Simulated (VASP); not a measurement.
# In3P (I4/mmm) in VASP: further runs

In3P is run at these levels: PBE; tasks: single point.

Everything below comes from runs of VASP 6.6.1. Logs are shortened: lines on timing, memory, paths and dates and some standing lists are left out, and cuts for length are marked.

## 1. The cell of the first run

It takes space group I4/mmm (No. 139, tetragonal). The conventional cell has a = 4.368 Å, b = 4.368 Å, c = 9.601 Å, α = 90.00°, β = 90.00°, γ = 90.00°. Within 4.1 Å of In (site symmetry 4/mmm) lie 4 P at 3.09 Å and 8 In at 3.25 Å. Within 4.1 Å of In (site symmetry -4m2) lie 8 In at 3.09 to 3.25 Å and 4 P at 3.25 Å. Within 4.1 Å of P (site symmetry 4/mmm) lie 12 In at 3.09 to 3.25 Å.

The cell was generated, and may not be a known phase.

## 2. Single point, PBE

INCAR

```
SYSTEM = In3P
PREC = Accurate
ENCUT = 520
EDIFF = 1E-6
ISMEAR = 0
SIGMA = 0.1
LREAL = .FALSE.
LASPH = .TRUE.
NELM = 60
ALGO = Normal
ISIF = 2
LWAVE = .FALSE.
LCHARG = .TRUE.
GGA = PE
LELF = .TRUE.
LVHAR = .TRUE.
NBANDS = 30
```

KPOINTS

```
Automatic mesh
0
G
  6 6 6
  0 0 0
```

POSCAR

```
In3P
1.0
   -2.1838649800      2.1838649800      4.8005434000
    2.1838649800     -2.1838649800      4.8005434000
    2.1838649800      2.1838649800     -4.8005434000
In P
3 1
Direct
    0.5000000000      0.5000000000      0.0000000000
    0.7500000000      0.2500000000      0.5000000000
    0.2500000000      0.7500000000      0.5000000000
    0.0000000000      0.0000000000      0.0000000000
```

Potentials or basis: VASP PAW PBE potentials, release 64 (In_d, P).

The run is started by

```sh
$ cat potpaw_PBE.64/In_d/POTCAR potpaw_PBE.64/P/POTCAR > POTCAR
$ mpirun -np 1 vasp_std > vasp.out
```

OUTCAR:

```text
SYSTEM = In3P
   PREC = Accurate
   ENCUT = 520
   EDIFF = 1E-6
   ISMEAR = 0
   LREAL = .FALSE.
   LASPH = .TRUE.
   NELM = 60
   ISIF = 2
   GGA = PE

 ion  position               nearest neighbor table
   1  0.500  0.500  0.000-   4 3.09   4 3.09   4 3.09   4 3.09   3 3.25   2 3.25   3 3.25   2 3.25
                             3 3.25   3 3.25   2 3.25   2 3.25
   2  0.750  0.250  0.500-   3 3.09   3 3.09   3 3.09   3 3.09   4 3.25   1 3.25   4 3.25   4 3.25
                             1 3.25   1 3.25   4 3.25   1 3.25
   3  0.250  0.750  0.500-   2 3.09   2 3.09   2 3.09   2 3.09   4 3.25   1 3.25   4 3.25   1 3.25
                             4 3.25   4 3.25   1 3.25   1 3.25
   4  0.000  0.000  0.000-   1 3.09   1 3.09   1 3.09   1 3.09   3 3.25   2 3.25   3 3.25   3 3.25
                             2 3.25   2 3.25   3 3.25   2 3.25

  LATTYP: Found a body centered tetragonal cell.
 ALAT       =     4.3677299600
 C/A-ratio  =     2.1981869044

  Lattice vectors:

 A1 = (  -2.1838649800,   2.1838649800,   4.8005434000)
 A2 = (   2.1838649800,  -2.1838649800,   4.8005434000)
 A3 = (   2.1838649800,   2.1838649800,  -4.8005434000)

Analysis of symmetry for initial positions (statically):
=====================================================================
 Subroutine PRICEL returns:
 Original cell was already a primitive cell.

 Routine SETGRP: Setting up the symmetry group for a
 body centered tetragonal supercell.

 Subroutine GETGRP returns: Found 16 space group operations
 (whereof 16 operations were pure point group operations)
 out of a pool of 16 trial point group operations.

The static configuration has the point symmetry D_4h.

Analysis of symmetry for dynamics (positions and initial velocities):
=====================================================================
 Subroutine PRICEL returns:
 Original cell was already a primitive cell.

 Routine SETGRP: Setting up the symmetry group for a
 body centered tetragonal supercell.

 Subroutine GETGRP returns: Found 16 space group operations
 (whereof 16 operations were pure point group operations)
 out of a pool of 16 trial point group operations.

The dynamic configuration has the point symmetry D_4h.

 Subroutine INISYM returns: Found 16 space group operations
 (whereof 16 operations are pure point group operations),
 and found     1 'primitive' translations

----------------------------------------------------------------------------------------

                                     Primitive cell

  volume of cell :      91.5803

  direct lattice vectors                    reciprocal lattice vectors
    -2.183864980  2.183864980  4.800543400     0.000000000  0.228951883  0.104154875
     2.183864980 -2.183864980  4.800543400     0.228951883  0.000000000  0.104154875
     2.183864980  2.183864980 -4.800543400     0.228951883  0.228951883  0.000000000

  length of vectors
     5.708217711  5.708217711  5.708217711     0.251529726  0.251529726  0.323786858

  position of ions in fractional coordinates (direct lattice)
     0.500000000  0.500000000  0.000000000
     0.750000000  0.250000000  0.500000000
     0.250000000  0.750000000  0.500000000
     0.000000000  0.000000000  0.000000000

  ion indices of the primitive-cell ions
   primitive index   ion index
                 1           1
                 2           2
                 3           3
                 4           4

----------------------------------------------------------------------------------------

 KPOINTS: Automatic mesh

Automatic generation of k-mesh.
 Grid dimensions read from file:
 generate k-points for:    6    6    6

 Generating k-lattice:

  Cartesian coordinates                     Fractional coordinates (reciprocal lattice)
     0.000000000  0.038158647  0.017359146     0.166666667  0.000000000 -0.000000000
     0.038158647  0.000000000  0.017359146     0.000000000  0.166666667 -0.000000000
     0.038158647  0.038158647  0.000000000     0.000000000  0.000000000  0.166666667

  Length of vectors
     0.041921621  0.041921621  0.053964476

  Shift w.r.t. Gamma in fractional coordinates (k-lattice)
     0.000000000  0.000000000  0.000000000

 Subroutine IBZKPT returns following result:
 ===========================================

 Found     30 irreducible k-points:

 Following reciprocal coordinates:
            Coordinates               Weight
  0.000000  0.000000  0.000000      1.000000
  0.166667 -0.000000  0.000000      8.000000
  0.333333  0.000000  0.000000      8.000000
  0.500000 -0.000000  0.000000      4.000000
  0.166667  0.166667  0.000000      8.000000
  0.333333  0.166667  0.000000     16.000000
[... 16 lines left out ...]
 -0.333333 -0.333333  0.166667      8.000000
 -0.166667 -0.333333  0.166667      8.000000
 [... further k-points ...]
   k-points           NKPTS =     30   k-points in BZ     NKDIM =     30   number of bands    NBANDS=     30
   number of dos      NEDOS =    301   number of ions     NIONS =      4
   total plane-waves  NPLWV =  74088
   dimension x,y,z NGX =    42 NGY =   42 NGZ =   42
   dimension x,y,z NGXF=    84 NGYF=   84 NGZF=   84
   ions per type =               3   1
   NGX,Y,Z   is equivalent  to a cutoff of  12.23, 12.23, 12.23 a.u.
   NGXF,Y,Z  is equivalent  to a cutoff of  24.46, 24.46, 24.46 a.u.
 SYSTEM =  In3P
   PREC   = accura    normal or accurate (medium, high low for compatibility)
   ISTART =      0    job   : 0-new  1-cont  2-samecut
   ICHARG =      2    charge: 1-file 2-atom 10-const
   ISPIN  =      1    spin polarized calculation?
   LNONCOLLINEAR =      F non collinear calculations
   LSORBIT =      F    spin-orbit coupling
   LASPH  =      T    aspherical Exc in radial PAW
   ENCUT  =  520.0 eV  38.22 Ry    6.18 a.u.  10.61 10.61 10.61*2*pi/ulx,y,z
   NELM   =     60;   NELMIN=  2; NELMDL= -5     # of ELM steps
   EDIFF  = 0.1E-05   stopping-criterion for ELM
   LREAL  =      F    real-space projection
   EDIFFG = 0.1E-04   stopping-criterion for IOM
   NSW    =      0    number of steps for IOM
   IBRION =     -1    ionic relax: 0-MD 1-quasi-New 2-CG
   NFREE  =      0    steps in history (QN), initial steepest desc. (CG)
   ISIF   =      2    stress and relaxation
   ISYM   =      2    0-nonsym 1-usesym 2-fastsym
   POTIM  = 0.5000    time-step for ionic-motion
   TEBEG  =    0.0;   TEEND  =   0.0 temperature during run
   PSTRESS=    0.0 pullay stress
   NELECT =      44.0000    total number of electrons
   NUPDOWN=      -1.0000    fix difference up-down
   EMIN   =  10.00;   EMAX   =-10.00  energy-range for DOS
   EFERMI =   0.00;   METHOD = LEGACY
   ISMEAR =     0;   SIGMA  =   0.10  broadening in eV -4-tet -1-fermi 0-gaus
   EFERMI_NEDOS =   21; number of points for ismear=-14 and -15
   IALGO  =     38    algorithm
   IMIX   =      4    mixing-type and parameters
     AMIX     =   0.40;   BMIX     =  1.00
     AMIX_MAG =   1.60;   BMIX_MAG =  1.00
  volume/ion in A,a.u.               =      22.90       154.50
  Fermi-wavevector in a.u.,A,eV,Ry     =   1.282208  2.423021 22.368750  1.644057
  Thomas-Fermi vector in A             =   2.414533
   LORBIT       =      0    0 simple, 1 ext, 2 COOP (PROOUT), +10 PAW based schemes
   GGA     = PE    functional components
   LHFCALC =     F    Hartree Fock is set to
   AEXX    =    0.0000 exact exchange contribution
   IVDW    =     0    specifies the selected vdW correction
   LEPSILON=     F    determine dielectric tensor
   LRPA    =     F    only Hartree local field effects (RPA)
 non-spin polarized calculation
 Gauss-broadening in eV      SIGMA  =   0.10
  energy-cutoff  :      520.00
  volume of cell :       91.58
 maximum number of plane-waves:      2488
   NGX = 21   NGY = 21   NGZ = 21

 number of electron      43.9999986 magnetization

 Free energy of the ion-electron system (eV)
  ---------------------------------------------------
  ext. energy  EPLUGINS =         0.00000000
  ---------------------------------------------------
  free energy    TOTEN  =       -12.11926711 eV

  energy without entropy =      -12.10161942  energy(sigma->0) =      -12.11044327

 E-fermi :   7.8389     XC(G=0): -10.5434

 val. band max:        7.8331460506   @ k =  -0.3333   0.5000   0.1667
 cond. band min:       7.8545194515   @ k =   0.5000   0.5000   0.1667
 fundamental gap:      0.0213734009
 Fermi energy:         7.8389377856

 k-point     1 :       0.0000    0.0000    0.0000
  band No.  band energies     occupation
      1      -7.1178      2.00000
      2      -6.9322      2.00000
      3      -6.9132      2.00000
      4      -6.7693      2.00000
      5      -6.7693      2.00000
      6      -6.7344      2.00000
[... 22 lines left out ...]
     29      15.7480      0.00000
     30      16.0504      0.00000

 k-point     2 :       0.1667   -0.0000    0.0000
  band No.  band energies     occupation
      1      -7.0682      2.00000
      2      -6.9191      2.00000
      3      -6.8718      2.00000
      4      -6.8033      2.00000
      5      -6.7944      2.00000
      6      -6.7033      2.00000
[... 22 lines left out ...]
     29      15.1526      0.00000
     30      16.4235      0.00000

 k-point     3 :       0.3333    0.0000    0.0000
  band No.  band energies     occupation
      1      -6.9305      2.00000
      2      -6.8819      2.00000
      3      -6.8358      2.00000
      4      -6.7879      2.00000
      5      -6.7552      2.00000
      6      -6.6783      2.00000
[... 22 lines left out ...]
     29      13.9835      0.00000
     30      14.5571      0.00000

 k-point     4 :       0.5000   -0.0000    0.0000
  band No.  band energies     occupation
      1      -6.8544      2.00000
      2      -6.8505      2.00000
      3      -6.7385      2.00000
      4      -6.7165      2.00000
      5      -6.7077      2.00000
      6      -6.6924      2.00000
[... 616 lines left out ...]
     29      12.7066      0.00000
     30      12.8466      0.00000

 k-point    23 :      -0.3333   -0.3333    0.1667
  band No.  band energies     occupation
      1      -7.0344      2.00000
      2      -6.9527      2.00000
      3      -6.8943      2.00000
      4      -6.8668      2.00000
      5      -6.7851      2.00000
      6      -6.7102      2.00000
[... 22 lines left out ...]
     29      14.0241      0.00000
     30      14.9163      0.00000

 k-point    24 :      -0.1667   -0.3333    0.1667
  band No.  band energies     occupation
      1      -7.0637      2.00000
      2      -6.9616      2.00000
      3      -6.8817      2.00000
      4      -6.8693      2.00000
      5      -6.8327      2.00000
      6      -6.6869      2.00000
[... 22 lines left out ...]
     29      14.2492      0.00000
     30      15.0160      0.00000

 [... further k-points ...]

------------------------ aborting loop because EDIFF is reached ----------------------------------------

  FORCE on cell =-STRESS in cart. coord.  units (eV):
  Direction    XX          YY          ZZ          XY          YZ          ZX
  --------------------------------------------------------------------------------------
  -------------------------------------------------------------------------------------
  Total        2.1288748      2.1288748      1.4570812      0.0000000     -0.0000000      0.0000000
  in kB       37.2442081     37.2442081     25.4913235      0.0000000     -0.0000000      0.0000000
  external PRESSURE =      33.3265799 kB  Pullay stress =       0.0000000 kB

 VOLUME and BASIS-vectors are now :
 -----------------------------------------------------------------------------
  energy-cutoff  :      520.00
  volume of cell :       91.58
      direct lattice vectors                 reciprocal lattice vectors
    -2.183864980  2.183864980  4.800543400     0.000000000  0.228951883  0.104154875
     2.183864980 -2.183864980  4.800543400     0.228951883  0.000000000  0.104154875
     2.183864980  2.183864980 -4.800543400     0.228951883  0.228951883  0.000000000

 POSITION                                       TOTAL-FORCE (eV/Angst)
 -----------------------------------------------------------------------------------
      0.00000      0.00000      4.80054        -0.000000      0.000000     -0.000000
      0.00000      2.18386      2.40027        -0.000000      0.000000      0.000000
      2.18386      0.00000      2.40027         0.000000     -0.000000     -0.000000
      0.00000      0.00000      0.00000        -0.000000      0.000000     -0.000000
 -----------------------------------------------------------------------------------
    total drift:                               -0.000000      0.000000      0.000000

  FREE ENERGIE OF THE ION-ELECTRON SYSTEM (eV)
  ---------------------------------------------------
  free  energy   TOTEN  =       -12.1192671141 eV

  energy  without entropy=      -12.1016194189  energy(sigma->0) =      -12.11044327
```

It took 2.2 min on 1 thread of Intel Xeon Platinum 8259CL at 2.50GHz (Skylake/Cascade Lake), shared host; peak memory 0.28 GiB.

What came out:

```
Free energy            : -12.1193 eV
Pressure               : 3.3 GPa
Band gap on the k mesh : zero (bands 22 and 23 overlap by 2.22 eV)
```

Caveat: the cell stands under pressure; spin-orbit coupling is left out, which moves the levels of the heavy elements.

## 3. Single point, PBE

This run uses another cell than the first one, of 24.56 Å³/atom.

INCAR

```
SYSTEM = In3P
PREC = Accurate ; ENCUT = 520
EDIFF = 1E-6 ; ISMEAR = 0
SIGMA = 0.1 ; LREAL = .FALSE.
LASPH = .TRUE. ; NELM = 100
ALGO = Normal ; ISIF = 2
LWAVE = .FALSE. ; LCHARG = .FALSE.
GGA = PE ; NBANDS = 30
```

KPOINTS

```
Automatic mesh
0
G
  14 14 14
  0 0 0
```

POSCAR

```
In3P
1.0
   -2.3523320040      2.3523320040      4.4391351787
    2.3523320040     -2.3523320040      4.4391351787
    2.3523320040      2.3523320040     -4.4391351787
In P
3 1
Direct
    0.5000000000      0.5000000000      0.0000000000
    0.7500000000      0.2500000000      0.5000000000
    0.2500000000      0.7500000000      0.5000000000
    0.0000000000      0.0000000000      0.0000000000
```

Potentials or basis: VASP PAW PBE potentials, release 64 (In_d, P).

The run is started by

```sh
$ cat potpaw_PBE.64/In_d/POTCAR potpaw_PBE.64/P/POTCAR > POTCAR
$ mpirun -np 1 vasp_std > vasp.out
```

OUTCAR:

```text
SYSTEM = In3P
   PREC = Accurate
   ENCUT = 520
   EDIFF = 1E-6
   ISMEAR = 0
   LREAL = .FALSE.
   LASPH = .TRUE.
   NELM = 100
   ISIF = 2
   GGA = PE

 ion  position               nearest neighbor table
   1  0.500  0.500  0.000-   3 3.23   2 3.23   2 3.23   3 3.23   2 3.23   3 3.23   3 3.23   2 3.23
                             4 3.33   4 3.33   4 3.33   4 3.33
   2  0.750  0.250  0.500-   1 3.23   4 3.23   1 3.23   4 3.23   1 3.23   4 3.23   1 3.23   4 3.23
                             3 3.33   3 3.33   3 3.33   3 3.33
   3  0.250  0.750  0.500-   4 3.23   1 3.23   1 3.23   4 3.23   1 3.23   4 3.23   4 3.23   1 3.23
                             2 3.33   2 3.33   2 3.33   2 3.33
   4  0.000  0.000  0.000-   2 3.23   3 3.23   2 3.23   3 3.23   2 3.23   3 3.23   2 3.23   3 3.23
[... 997 lines left out ...]
  -------------------------------------------------------------------------------------
  Total       -0.0253608     -0.0253608     -0.0206799      0.0000000      0.0000000      0.0000000
  in kB       -0.4135403     -0.4135403     -0.3372125      0.0000000      0.0000000      0.0000000
  external PRESSURE =      -0.3880977 kB  Pullay stress =       0.0000000 kB

 VOLUME and BASIS-vectors are now :
 -----------------------------------------------------------------------------
  energy-cutoff  :      520.00
  volume of cell :       98.26
      direct lattice vectors                 reciprocal lattice vectors
    -2.352332004  2.352332004  4.439135179     0.000000000  0.212555030  0.112634552
     2.352332004 -2.352332004  4.439135179     0.212555030  0.000000000  0.112634552
     2.352332004  2.352332004 -4.439135179     0.212555030  0.212555030  0.000000000

 POSITION                                       TOTAL-FORCE (eV/Angst)
 -----------------------------------------------------------------------------------
      0.00000      0.00000      4.43914         0.000000      0.000000     -0.000000
      0.00000      2.35233      2.21957        -0.000000      0.000000      0.000000
      2.35233      0.00000      2.21957         0.000000     -0.000000     -0.000000
      0.00000      0.00000      0.00000         0.000000      0.000000     -0.000000
 -----------------------------------------------------------------------------------
    total drift:                               -0.000000      0.000000      0.000000

  FREE ENERGIE OF THE ION-ELECTRON SYSTEM (eV)
  ---------------------------------------------------
  free  energy   TOTEN  =       -12.2232577138 eV

  energy  without entropy=      -12.2153349335  energy(sigma->0) =      -12.21929632
```

Run time: 13 min. Hardware: 1 thread of Intel Xeon Platinum 8259CL at 2.50GHz (Skylake/Cascade Lake), shared host; peak memory 0.68 GiB.

What came out:

```yaml
Free_energy: -12.2233 eV
Pressure: 0.0 GPa
Band_gap_on_the_k_mesh: zero (bands 22 and 23 overlap by 2.24 eV)
```

Caveat: spin-orbit coupling is left out, which moves the levels of the heavy elements.

The gap in the log of VASP goes by the Fermi energy; the results here count the filled bands.